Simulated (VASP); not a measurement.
# Na (I4/mmm) in VASP: single point with r2SCAN

Aim: the single point of Na with r2SCAN.

Everything below comes from runs of VASP 6.6.1. Logs are shortened: lines on timing, memory, paths and dates and some standing lists are left out, and cuts for length are marked.

## (1) The cell of the first run

The structure is tetragonal, space group I4/mmm (No. 139). Conventional cell: a = 3.777 Å, b = 3.777 Å, c = 5.275 Å, α = 90.00°, β = 90.00°, γ = 90.00°. Na (site symmetry 4/mmm) has 12 Na at 3.75 to 3.78 Å within 4.9 Å.

## (2) Single point, r2SCAN

The input, POSCAR:

```
Na
1.0
   -1.8882910800      1.8882910800      2.6372766800
    1.8882910800     -1.8882910800      2.6372766800
    1.8882910800      1.8882910800     -2.6372766800
Na
1
Direct
    0.0000000000      0.0000000000      0.0000000000
```

The input, INCAR.step1:

```
SYSTEM = Na
ALGO = Normal
EDIFF = 1E-4
ENCUT = 520
GGA = PE
ISMEAR = 0
LASPH = .TRUE.
LCHARG = .FALSE.
LREAL = .FALSE.
LWAVE = .TRUE.
NBANDS = 10
NELM = 80
PREC = Accurate
SIGMA = 0.1
```

The input, INCAR.step2:

```
SYSTEM = Na
ALGO = Normal
EDIFF = 1E-6
ENCUT = 520
ISIF = 2
ISMEAR = 0
ISTART = 1
LASPH = .TRUE.
LCHARG = .TRUE.
LELF = .TRUE.
LMIXTAU = .TRUE.
LREAL = .FALSE.
LVHAR = .TRUE.
LWAVE = .FALSE.
METAGGA = R2SCAN
NBANDS = 10
NELM = 80
PREC = Accurate
SIGMA = 0.1
```

The input, KPOINTS:

```
k-points
0
G
  16 16 16
  0 0 0
```

Potentials or basis: VASP PAW PBE potentials, release 64 (Na_pv).

Launch:

```bash
cat potpaw_PBE.64/Na_pv/POTCAR > POTCAR
cp INCAR.step1 INCAR
mpirun -np 1 vasp_std > vasp.out
cp INCAR.step2 INCAR
mpirun -np 1 vasp_std > vasp.out
```

OUTCAR:

```text
SYSTEM = Na
   EDIFF = 1E-6
   ENCUT = 520
   ISIF = 2
   ISMEAR = 0
   ISTART = 1
   LASPH = .TRUE.
   LREAL = .FALSE.
   METAGGA = R2SCAN
   NELM = 80
   PREC = Accurate

 ion  position               nearest neighbor table
   1  0.000  0.000  0.000-

  LATTYP: Found a body centered tetragonal cell.
 ALAT       =     3.7765821600
 C/A-ratio  =     1.3966473220

  Lattice vectors:

 A1 = (  -1.8882910800,   1.8882910800,   2.6372766800)
 A2 = (   1.8882910800,  -1.8882910800,   2.6372766800)
 A3 = (   1.8882910800,   1.8882910800,  -2.6372766800)

Analysis of symmetry for initial positions (statically):
=====================================================================
 Subroutine PRICEL returns:
 Original cell was already a primitive cell.

 Routine SETGRP: Setting up the symmetry group for a
 body centered tetragonal supercell.

 Subroutine GETGRP returns: Found 16 space group operations
 (whereof 16 operations were pure point group operations)
 out of a pool of 16 trial point group operations.

The static configuration has the point symmetry D_4h.

Analysis of symmetry for dynamics (positions and initial velocities):
=====================================================================
 Subroutine PRICEL returns:
 Original cell was already a primitive cell.

 Routine SETGRP: Setting up the symmetry group for a
 body centered tetragonal supercell.

 Subroutine GETGRP returns: Found 16 space group operations
 (whereof 16 operations were pure point group operations)
 out of a pool of 16 trial point group operations.

The dynamic configuration has the point symmetry D_4h.

 Subroutine INISYM returns: Found 16 space group operations
 (whereof 16 operations are pure point group operations),
 and found     1 'primitive' translations

----------------------------------------------------------------------------------------

                                     Primitive cell

  volume of cell :      37.6144

  direct lattice vectors                    reciprocal lattice vectors
    -1.888291080  1.888291080  2.637276680     0.000000000  0.264789685  0.189589512
     1.888291080 -1.888291080  2.637276680     0.264789685  0.000000000  0.189589512
     1.888291080  1.888291080 -2.637276680     0.264789685  0.264789685  0.000000000

  length of vectors
     3.753200593  3.753200593  3.753200593     0.325665105  0.325665105  0.374469164

[... 81 lines left out ...]
   NSW    =      0    number of steps for IOM
   IBRION =     -1    ionic relax: 0-MD 1-quasi-New 2-CG
   NFREE  =      0    steps in history (QN), initial steepest desc. (CG)
   ISIF   =      2    stress and relaxation
   ISYM   =      2    0-nonsym 1-usesym 2-fastsym
   POTIM  = 0.5000    time-step for ionic-motion
   TEBEG  =    0.0;   TEEND  =   0.0 temperature during run
   PSTRESS=    0.0 pullay stress
   NELECT =       7.0000    total number of electrons
   NUPDOWN=      -1.0000    fix difference up-down
   EMIN   =  10.00;   EMAX   =-10.00  energy-range for DOS
   EFERMI =   0.00;   METHOD = LEGACY
   ISMEAR =     0;   SIGMA  =   0.10  broadening in eV -4-tet -1-fermi 0-gaus
   EFERMI_NEDOS =   21; number of points for ismear=-14 and -15
   IALGO  =     38    algorithm
   IMIX   =      4    mixing-type and parameters
     AMIX     =   0.40;   BMIX     =  1.00
     AMIX_MAG =   1.60;   BMIX_MAG =  1.00
  volume/ion in A,a.u.               =      37.61       253.83
  Fermi-wavevector in a.u.,A,eV,Ry     =   0.934666  1.766262 11.886050  0.873600
  Thomas-Fermi vector in A             =   2.061494
   LORBIT       =      0    0 simple, 1 ext, 2 COOP (PROOUT), +10 PAW based schemes
   METAGGA = R2SCAN    functional components
   LHFCALC =     F    Hartree Fock is set to
   AEXX    =    0.0000 exact exchange contribution
   IVDW    =     0    specifies the selected vdW correction
   LEPSILON=     F    determine dielectric tensor
   LRPA    =     F    only Hartree local field effects (RPA)
 non-spin polarized calculation
 Gauss-broadening in eV      SIGMA  =   0.10
  energy-cutoff  :      520.00
  volume of cell :       37.61
 maximum number of plane-waves:      1028
   NGX = 13   NGY = 13   NGZ = 13

 number of electron       6.9999993 magnetization

 Free energy of the ion-electron system (eV)
  ---------------------------------------------------
  ext. energy  EPLUGINS =         0.00000000
  ---------------------------------------------------
  free energy    TOTEN  =        -3.55579992 eV

  energy without entropy =       -3.55378729  energy(sigma->0) =       -3.55479361

 E-fermi :   0.3109     XC(G=0):  -6.8773

 val. band max:        0.2904118257   @ k =  -0.1250  -0.4375   0.0625
 cond. band min:       0.3247225515   @ k =  -0.2500  -0.4375   0.1875
 fundamental gap:      0.0343107258
 Fermi energy:         0.3109050453

 k-point     1 :       0.0000    0.0000    0.0000
  band No.  band energies     occupation
      1     -25.7138      2.00000
      2     -25.7134      2.00000
      3     -25.7133      2.00000
      4      -3.1522      2.00000
      5      11.9680      0.00000
      6      11.9682      0.00000
      7      12.0194      0.00000
      8      13.2618      0.00000
      9      14.0248      0.00000
     10      14.0306      0.00000
[... 287 lines left out ...]
 k-point    24 :      -0.0625    0.0625    0.0000
  band No.  band energies     occupation
      1     -25.7147      2.00000
      2     -25.7142      2.00000
      3     -25.7137      2.00000
      4      -3.0612      2.00000
      5      11.1382      0.00000
      6      11.4667      0.00000
      7      11.5037      0.00000
      8      13.4767      0.00000
      9      14.2688      0.00000
     10      14.6978      0.00000

 [... further k-points ...]

------------------------ aborting loop because EDIFF is reached ----------------------------------------

  FORCE on cell =-STRESS in cart. coord.  units (eV):
  Direction    XX          YY          ZZ          XY          YZ          ZX
  --------------------------------------------------------------------------------------
  -------------------------------------------------------------------------------------
  Total       -0.0031967     -0.0031967      0.0024825      0.0000000      0.0000000      0.0000000
  in kB       -0.1361621     -0.1361621      0.1057407      0.0000000      0.0000000      0.0000000
  external PRESSURE =      -0.0555278 kB  Pullay stress =       0.0000000 kB

 VOLUME and BASIS-vectors are now :
 -----------------------------------------------------------------------------
  energy-cutoff  :      520.00
  volume of cell :       37.61
      direct lattice vectors                 reciprocal lattice vectors
    -1.888291080  1.888291080  2.637276680     0.000000000  0.264789685  0.189589512
     1.888291080 -1.888291080  2.637276680     0.264789685  0.000000000  0.189589512
     1.888291080  1.888291080 -2.637276680     0.264789685  0.264789685  0.000000000

 POSITION                                       TOTAL-FORCE (eV/Angst)
 -----------------------------------------------------------------------------------
      0.00000      0.00000      0.00000         0.000000      0.000000      0.000000
 -----------------------------------------------------------------------------------
    total drift:                               -0.000000     -0.000000     -0.000000

  FREE ENERGIE OF THE ION-ELECTRON SYSTEM (eV)
  ---------------------------------------------------
  free  energy   TOTEN  =        -3.5557999244 eV

  energy  without entropy=       -3.5537872891  energy(sigma->0) =       -3.55479361
```

OSZICAR.step1:

```text
N       E                     dE             d eps       ncg     rms          rms(c)
DAV:   1     0.277779244434E+02    0.27778E+02   -0.37869E+03  6988   0.584E+02
DAV:   2    -0.714072065816E+00   -0.28492E+02   -0.28355E+02  7200   0.147E+02
DAV:   3    -0.130895634825E+01   -0.59488E+00   -0.59445E+00  8270   0.232E+01
DAV:   4    -0.131401577642E+01   -0.50594E-02   -0.50589E-02  8250   0.213E+00
DAV:   5    -0.131408758858E+01   -0.71812E-04   -0.71811E-04  7986   0.250E-01    0.202E-01
DAV:   6    -0.131369082052E+01    0.39677E-03   -0.46269E-04  8172   0.258E-01    0.136E-01
DAV:   7    -0.131339294885E+01    0.29787E-03   -0.95376E-04  7838   0.309E-01    0.156E-02
DAV:   8    -0.131338540694E+01    0.75419E-05   -0.42237E-05  4412   0.110E-01
   1 F= -.13133854E+01 E0= -.13123187E+01  d E =-.213340E-02
```

It took 5.7 min on 1 thread of Intel Xeon Platinum 8259CL at 2.50GHz (Skylake/Cascade Lake), shared host; peak memory 0.24 GiB.

What came out:

| Property | Result |
| --- | --- |
| Free energy | -3.5558 eV |
| Pressure | 0.0 GPa |

Levels at points of the mesh, in eV from the Fermi level:
```csv
k point,band 2,band 3,band 4,band 5,band 6,band 7
"(0.00, 0.00, 0.00)",-26.02,-26.02,-3.46,11.66,11.66,11.71
"(0.50, 0.00, 0.00)",-26.03,-26.03,0.49,1.15,10.58,10.76
"(0.50, 0.50, 0.00)",-26.04,-26.04,1.78,2.46,6.57,7.74
"(0.50, 0.50, 0.50)",-26.04,-26.04,1.92,2.59,6.46,7.59
```

Caveat: the PAW data sets were made with another functional, which shifts forces and pressure a little.
